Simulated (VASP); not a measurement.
The system is NaCl.

```xyz
2
Lattice="0.0000 2.8100 2.8100 2.8100 0.0000 2.8100 2.8100 2.8100 0.0000" Properties=species:S:1:pos:R:3 pbc="T T T"
Na    0.0000    0.0000    0.0000
Cl    2.8100    2.8100    2.8100
```

```yaml
Program: VASP 6.6.1
Task: relaxation of cell and atoms
Functional: LDA
Potentials_or_basis: VASP PAW LDA potentials, release 64 (Na_pv, Cl)
Cutoff: 600 eV
k_mesh: 6 × 6 × 6
Occupations: gaussian, width 0.01 eV
Spin: no spin polarisation
```

At the start: pressure -2.2 GPa; volume 22.19 Å³/atom.

Question: How do energy, volume and symmetry change on relaxing?

Answer: Over 4 steps the energy falls by 13.2 meV/atom and the volume is 20.41 Å³/atom (-8.0 %); space group Fm-3m (No. 225, to 0.05 Å).

The path:
| step | energy change (eV) | largest force (eV/Å) | pressure (GPa) | volume (Å³) |
| --- | --- | --- | --- | --- |
| 1 | 0.0000 | 0.0000 | -2.20 | 44.38 |
| 2 | -0.0204 | 0.0000 | -1.15 | 42.45 |
| 3 | -0.0264 | 0.0000 | -0.10 | 40.94 |
| 4 | -0.0264 | 0.0000 | 0.01 | 40.81 |

Final structure:
```
CELL_PARAMETERS angstrom
0.00000 2.73270 2.73270
2.73270 0.00000 2.73270
2.73270 2.73270 0.00000
ATOMIC_POSITIONS crystal
Na 0.00000 0.00000 0.00000
Cl 0.50000 0.50000 0.50000
```
